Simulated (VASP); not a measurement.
# Be (P6_3/mmc) in VASP: further runs

Be is run at these levels: PBEsol; tasks: single point.

All numbers are computed with VASP 6.6.1; they aren't measurements. Logs are shortened: lines on timing, memory, paths and dates and some standing lists are left out, and cuts for length are marked.

### Step 1. The cell of the first run

The structure is hexagonal, space group P6_3/mmc (No. 194). The conventional cell has a = 2.242 Å, b = 2.242 Å, c = 3.691 Å, α = 90.00°, β = 90.00°, γ = 120.00°. Be (site symmetry -6m2) has 12 Be at 2.24 to 2.25 Å within 3.0 Å.

### Step 2. Single point, PBEsol (strain -0.025 along x and y, +0.025 along z)

File INCAR:

```
SYSTEM = Be
  ALGO = Normal
  EDIFF = 1E-7
  ENCUT = 520
  GGA = PS
  ISIF = 2
  ISMEAR = 0
  LASPH = .TRUE.
  LCHARG = .FALSE.
  LREAL = .FALSE.
  LWAVE = .FALSE.
  NBANDS = 9
  NELM = 100
  PREC = Accurate
  SIGMA = 0.15
```

File KPOINTS:

```
k-points
0
G
  24 24 14
  0 0 0
```

File POSCAR:

```
Be
1.0
    2.2420144353      0.0000000000      0.0000000000
   -1.1210072177      1.9416414566      0.0000000000
    0.0000000000      0.0000000000      3.6909225000
Be
2
Direct
    0.3333333333      0.6666666667      0.2500000000
    0.6666666667      0.3333333333      0.7500000000
```

Potentials or basis: VASP PAW PBE potentials, release 64 (Be).

The run is started by

```
> cat potpaw_PBE.64/Be/POTCAR > POTCAR
> mpirun -np 1 vasp_std > vasp.out
```

OUTCAR:

```text
SYSTEM = Be
   EDIFF = 1E-7
   ENCUT = 520
   GGA = PS
   ISIF = 2
   ISMEAR = 0
   LASPH = .TRUE.
   LREAL = .FALSE.
   NELM = 100
   PREC = Accurate

 ion  position               nearest neighbor table
   1  0.333  0.667  0.250-   2 2.25   2 2.25   2 2.25   2 2.25   2 2.25   2 2.25
   2  0.667  0.333  0.750-   1 2.25   1 2.25   1 2.25   1 2.25   1 2.25   1 2.25

  LATTYP: Found a hexagonal cell.
 ALAT       =     2.2420144353
 C/A-ratio  =     1.6462527814

  Lattice vectors:

 A1 = (   2.2420144353,   0.0000000000,   0.0000000000)
 A2 = (  -1.1210072177,   1.9416414566,   0.0000000000)
 A3 = (   0.0000000000,   0.0000000000,   3.6909225000)

Analysis of symmetry for initial positions (statically):
=====================================================================
 Subroutine PRICEL returns:
 Original cell was already a primitive cell.

 Routine SETGRP: Setting up the symmetry group for a
 hexagonal supercell.

 Subroutine GETGRP returns: Found 24 space group operations
 (whereof 12 operations were pure point group operations)
 out of a pool of 24 trial point group operations.

The static configuration has the point symmetry D_3d.
 The point group associated with its full space group is D_6h.

Analysis of symmetry for dynamics (positions and initial velocities):
=====================================================================
 Subroutine PRICEL returns:
 Original cell was already a primitive cell.

 Routine SETGRP: Setting up the symmetry group for a
 hexagonal supercell.

 Subroutine GETGRP returns: Found 24 space group operations
 (whereof 12 operations were pure point group operations)
 out of a pool of 24 trial point group operations.

The dynamic configuration has the point symmetry D_3d.
 The point group associated with its full space group is D_6h.

 Subroutine INISYM returns: Found 24 space group operations
 (whereof 12 operations are pure point group operations),
 and found     1 'primitive' translations

----------------------------------------------------------------------------------------

                                     Primitive cell

  volume of cell :      16.0673

  direct lattice vectors                    reciprocal lattice vectors
     2.242014435  0.000000000  0.000000000     0.446027458  0.257514073  0.000000000
    -1.121007218  1.941641457  0.000000000     0.000000000  0.515028146  0.000000000
     0.000000000  0.000000000  3.690922500     0.000000000  0.000000000  0.270934976

[... 88 lines left out ...]
   NFREE  =      0    steps in history (QN), initial steepest desc. (CG)
   ISIF   =      2    stress and relaxation
   ISYM   =      2    0-nonsym 1-usesym 2-fastsym
   POTIM  = 0.5000    time-step for ionic-motion
   TEBEG  =    0.0;   TEEND  =   0.0 temperature during run
   PSTRESS=    0.0 pullay stress
   NELECT =       4.0000    total number of electrons
   NUPDOWN=      -1.0000    fix difference up-down
   EMIN   =  10.00;   EMAX   =-10.00  energy-range for DOS
   EFERMI =   0.00;   METHOD = LEGACY
   ISMEAR =     0;   SIGMA  =   0.15  broadening in eV -4-tet -1-fermi 0-gaus
   EFERMI_NEDOS =   21; number of points for ismear=-14 and -15
   IALGO  =     38    algorithm
   IMIX   =      4    mixing-type and parameters
     AMIX     =   0.40;   BMIX     =  1.00
     AMIX_MAG =   1.60;   BMIX_MAG =  1.00
  volume/ion in A,a.u.               =       8.03        54.21
  Fermi-wavevector in a.u.,A,eV,Ry     =   1.029866  1.946164 14.430664  1.060624
  Thomas-Fermi vector in A             =   2.163935
   LORBIT       =      0    0 simple, 1 ext, 2 COOP (PROOUT), +10 PAW based schemes
   GGA     = PS    functional components
   LHFCALC =     F    Hartree Fock is set to
   AEXX    =    0.0000 exact exchange contribution
   IVDW    =     0    specifies the selected vdW correction
   LEPSILON=     F    determine dielectric tensor
   LRPA    =     F    only Hartree local field effects (RPA)
 non-spin polarized calculation
 Gauss-broadening in eV      SIGMA  =   0.15
  energy-cutoff  :      520.00
  volume of cell :       16.07
 maximum number of plane-waves:       450
 NGX is ok and might be reduce to    18
   NGX =  9   NGY =  9   NGZ = 13

 number of electron       4.0000000 magnetization

 Free energy of the ion-electron system (eV)
  ---------------------------------------------------
  ext. energy  EPLUGINS =         0.00000000
  ---------------------------------------------------
  free energy    TOTEN  =        -7.96935723 eV

  energy without entropy =       -7.96666413  energy(sigma->0) =       -7.96801068

 E-fermi :   7.0096     XC(G=0): -10.5567

 val. band max:        6.9827888902   @ k =   0.3333   0.2917   0.1429
 cond. band min:       7.0293538201   @ k =   0.3333   0.2917   0.0714
 fundamental gap:      0.0465649300
 Fermi energy:         7.0095506109

 k-point     1 :       0.0000    0.0000    0.0000
  band No.  band energies     occupation
      1      -4.3714      2.00000
      2       2.0921      2.00000
      3       7.2171      0.05040
      4      23.5750      0.00000
      5      23.5750      0.00000
      6      26.1453      0.00000
      7      26.1453      0.00000
      8      26.4669      0.00000
      9      34.0692      0.00000
[... 265 lines left out ...]
 k-point    24 :       0.4583    0.0417    0.0000
  band No.  band energies     occupation
      1       1.9533      2.00000
      2       4.1499      2.00000
      3      10.2726      0.00000
      4      12.9997      0.00000
      5      13.4204      0.00000
      6      15.5150      0.00000
      7      17.8402      0.00000
      8      23.5052      0.00000
      9      27.1963      0.00000

 [... further k-points ...]

------------------------ aborting loop because EDIFF is reached ----------------------------------------

  FORCE on cell =-STRESS in cart. coord.  units (eV):
  Direction    XX          YY          ZZ          XY          YZ          ZX
  --------------------------------------------------------------------------------------
  -------------------------------------------------------------------------------------
  Total        0.2300454      0.2300454     -1.3053550     -0.0000000     -0.0000000      0.0000000
  in kB       22.9393865     22.9393865   -130.1657867     -0.0000000     -0.0000000      0.0000000
  external PRESSURE =     -28.0956712 kB  Pullay stress =       0.0000000 kB

 VOLUME and BASIS-vectors are now :
 -----------------------------------------------------------------------------
  energy-cutoff  :      520.00
  volume of cell :       16.07
      direct lattice vectors                 reciprocal lattice vectors
     2.242014435  0.000000000  0.000000000     0.446027458  0.257514073  0.000000000
    -1.121007218  1.941641457  0.000000000     0.000000000  0.515028146  0.000000000
     0.000000000  0.000000000  3.690922500     0.000000000  0.000000000  0.270934976

 POSITION                                       TOTAL-FORCE (eV/Angst)
 -----------------------------------------------------------------------------------
     -0.00000      1.29443      0.92273         0.000000      0.000000      0.000000
      1.12101      0.64721      2.76819        -0.000000      0.000000      0.000000
 -----------------------------------------------------------------------------------
    total drift:                                0.000000     -0.000000      0.000000

  FREE ENERGIE OF THE ION-ELECTRON SYSTEM (eV)
  ---------------------------------------------------
  free  energy   TOTEN  =        -7.9693572304 eV

  energy  without entropy=       -7.9666641267  energy(sigma->0) =       -7.96801068
```

stdout:

```text
POSCAR found type information on POSCAR Be
 POSCAR found :  1 types and       2 ions
 scaLAPACK will be used
 -----------------------------------------------------------------------------
|                                                                             |
|                                                                             |
|     You enforced a specific xc type in the INCAR file but a different       |
|     I HOPE YOU KNOW WHAT YOU ARE DOING!                                     |
|                                                                             |
 -----------------------------------------------------------------------------

 LDA part: xc-table for (Slater+PW92), standard interpolation
 POSCAR, INCAR and KPOINTS ok, starting setup
 FFT: planning ... GRIDC
 FFT: planning ... GRID_SOFT
 FFT: planning ... GRID
 WAVECAR not read
 entering main loop
```

Run time: 18 s. Hardware: 1 thread of Intel Xeon 6975P-C (Granite Rapids), shared host; peak memory 0.16 GiB.

What came out:

| Item | Value |
| --- | --- |
| Free energy | -7.9694 eV |
| Pressure | -2.8 GPa |
| Band gap on the k mesh | zero (band 2 reaches 7.79 eV, above the bottom of band 3 at 6.01 eV) |

Stress tensor (GPa, compression positive):
```
  2.29   0.00   0.00
  0.00   2.29   0.00
  0.00   0.00 -13.02
```

Caveat: the cell differs from its parent crystal (strain -0.025 along x and y, +0.025 along z); the PAW data sets were made with another functional, which shifts forces and pressure a little.

### Step 3. Single point, PBEsol (strain +0.000 along x and y, -0.025 along z)

File INCAR:

```
ALGO = Fast
EDIFF = 1E-6
ENCUT = 520
GGA = PS
ISIF = 2
ISMEAR = 0
LASPH = True
LCHARG = False
LREAL = False
LWAVE = False
NBANDS = 9
NELM = 100
PREC = Accurate
SIGMA = 0.15
```

File KPOINTS:

```
k-points
0
Gamma
  24 24 14
```

File POSCAR:

```
Be
1.0
    2.2995019849      0.0000000000      0.0000000000
   -1.1497509925      1.9914271350      0.0000000000
    0.0000000000      0.0000000000      3.5108775000
Be
2
Direct
    0.3333333333      0.6666666667      0.2500000000
    0.6666666667      0.3333333333      0.7500000000
```

Potentials or basis: VASP PAW PBE potentials, release 64 (Be).

The run is started by

```
> cat potpaw_PBE.64/Be/POTCAR > POTCAR
> mpirun -np 1 vasp_std > vasp.out
```

It took 19 s on 1 thread of Intel Xeon 6975P-C (Granite Rapids), shared host; peak memory 0.17 GiB.

It converged, with:

```
Free energy            : -7.9827 eV
Pressure               : -2.2 GPa
Band gap on the k mesh : zero (band 2 reaches 7.83 eV, above the bottom of band 3 at 5.64 eV)
```

Stress tensor (GPa, compression positive):
```
-5.43  0.00  0.00
 0.00 -5.43  0.00
 0.00  0.00  4.26
```

Levels at points of the mesh, in eV from the Fermi level:
| k point | band 1 | band 2 | band 3 | band 4 | band 5 | band 6 | band 7 |
| --- | --- | --- | --- | --- | --- | --- | --- |
| (0.00, 0.00, 0.00) | -11.12 | -3.98 | 1.73 | 15.30 | 15.30 | 18.28 | 18.28 |
| (0.50, 0.00, 0.00) | -4.94 | -3.11 | 3.78 | 6.69 | 7.14 | 8.92 | 10.32 |
| (0.00, 0.00, 0.50) | -8.89 | -8.89 | 11.62 | 11.62 | 17.06 | 17.06 | 17.06 |
| (0.50, 0.00, 0.50) | -3.51 | -3.51 | 1.57 | 1.57 | 11.64 | 11.64 | 15.87 |

Caveat: the cell differs from its parent crystal (strain +0.000 along x and y, -0.025 along z); the PAW data sets were made with another functional, which shifts forces and pressure a little.

### Step 4. Single point, PBEsol (strain -0.025 along x and y, +0.050 along z)

File INCAR:

```
SYSTEM = Be
ALGO = Fast
EDIFF = 1E-6
ENCUT = 520
GGA = PS
ISIF = 2
ISMEAR = 0
LASPH = .TRUE.
LCHARG = .FALSE.
LREAL = .FALSE.
LWAVE = .FALSE.
NBANDS = 9
NELM = 100
PREC = Accurate
SIGMA = 0.15
```

File KPOINTS:

```
k-points
0
G
  24 24 14
  0 0 0
```

File POSCAR:

```
Be
1.0
    2.2420144353      0.0000000000      0.0000000000
   -1.1210072177      1.9416414566      0.0000000000
    0.0000000000      0.0000000000      3.7809450000
Be
2
Direct
    0.3333333333      0.6666666667      0.2500000000
    0.6666666667      0.3333333333      0.7500000000
```

The run is started by

```
> cat potpaw_PBE.64/Be/POTCAR > POTCAR
> mpirun -np 1 vasp_std > vasp.out
```

Run time: 19 s. Hardware: 1 thread of Intel Xeon 6975P-C (Granite Rapids), shared host; peak memory 0.16 GiB.

It converged, with:

```
Free energy            : -7.9306 eV
Pressure               : -5.0 GPa
Band gap on the k mesh : zero (band 2 reaches 7.52 eV, above the bottom of band 3 at 5.96 eV)
```

Stress tensor (GPa, compression positive):
```
  1.35   0.00   0.00
  0.00   1.35   0.00
  0.00   0.00 -17.74
```

Levels at points of the mesh, in eV from the Fermi level:
```
           k point  band 1  band 2  band 3  band 4  band 5  band 6  band 7
(0.00, 0.00, 0.00)  -11.26   -5.03   -0.26   16.72   16.72   18.40   19.11
(0.50, 0.00, 0.00)   -4.79   -2.97    3.34    5.63    5.99    9.19   10.08
(0.00, 0.00, 0.50)   -9.31   -9.31    8.34    8.34   18.05   18.05   18.05
(0.50, 0.00, 0.50)   -3.56   -3.56    1.55    1.55   12.31   12.31   13.56
```

Caveat: the cell differs from its parent crystal (strain -0.025 along x and y, +0.050 along z); the PAW data sets were made with another functional, which shifts forces and pressure a little.

### Step 5. Summary

```tsv
cell	gap on the mesh (eV)	pressure (GPa)
a = 2.242, b = 2.242, c = 3.691 Å, angles 90.0, 90.0, 120.0°, 2 atoms	none	-2.8
a = 2.300, b = 2.300, c = 3.511 Å, angles 90.0, 90.0, 120.0°, 2 atoms	none	-2.2
a = 2.242, b = 2.242, c = 3.781 Å, angles 90.0, 90.0, 120.0°, 2 atoms	none	-5.0
```

Alike in all rows: task single point; level PBEsol; potentials or basis VASP PAW PBE potentials, release 64 (Be); no spin polarisation; k mesh 24 × 24 × 14; cutoff (eV) 520; smearing gaussian 0.15 eV.

Caveats: the PAW data sets were made with another functional, which shifts forces and pressure a little.

Total energies depend on the potentials used, so only differences within one code and one set of settings carry meaning.
